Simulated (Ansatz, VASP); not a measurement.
## BP: VASP beside Ansatz

File INCAR:

```
SYSTEM = BP
PREC = Accurate
ENCUT = 500
EDIFF = 1E-6
ISMEAR = 0
SIGMA = 0.05
LREAL = .FALSE.
LASPH = .TRUE.
NELM = 120
ALGO = Normal
ISIF = 2
LWAVE = .FALSE.
LCHARG = .FALSE.
GGA = PS
NBANDS = 11
GGA_COMPAT = .FALSE.
```

KPOINTS

```
regular mesh
0
G
  12 12 12
  0 0 0
```

POSCAR

```
BP
1.0
    0.0000000000      1.9939622563      1.9939622563
    1.9939622563      0.0000000000      1.9939622563
    1.9939622563      1.9939622563      0.0000000000
B P
1 1
Direct
    0.0000000000      0.0000000000      0.0000000000
    0.2500000000      0.2500000000      0.2500000000
```

Input for Ansatz:

```yaml
crystal:
  lattice:
    - [0.0, 1.9939622563, 1.9939622563]
    - [1.9939622563, 0.0, 1.9939622563]
    - [1.9939622563, 1.9939622563, 0.0]
  atoms:
    - { symbol: B, position: [0.0, 0.0, 0.0] }
    - { symbol: P, position: [0.25, 0.25, 0.25] }
scf:
  occupations: { method: gaussian, width: 0.05 }
output:
  forces: true
  stress: true
  eigenvalues: true
hamiltonian:
  xc: pbesol
basis:
  ecutwfc: 560
kpoints:
  mp_grid: { grid: [12, 12, 12] }
```

Alike in both runs: task single point; functional PBEsol; k mesh 12 × 12 × 12; occupations gaussian, width 0.05 eV; no spin polarisation.

|  | VASP | Ansatz |
| --- | --- | --- |
| version | VASP 6.6.1 | Ansatz 0.2.0 |
| potentials or method | VASP PAW PBE potentials, release 64 (B, P), cutoff 500 eV | scalar-relativistic, plane waves, PAW |
| valence electrons in the cell | 8 | 8 |

```csv
,VASP,Ansatz,Ansatz less VASP
gap on the k mesh at the Fermi level (eV),0.40,0.41,+0.008
least direct gap on the mesh (eV),4.37,4.38,+0.013
```

VASP's potentials were made for PBE, not for PBEsol.
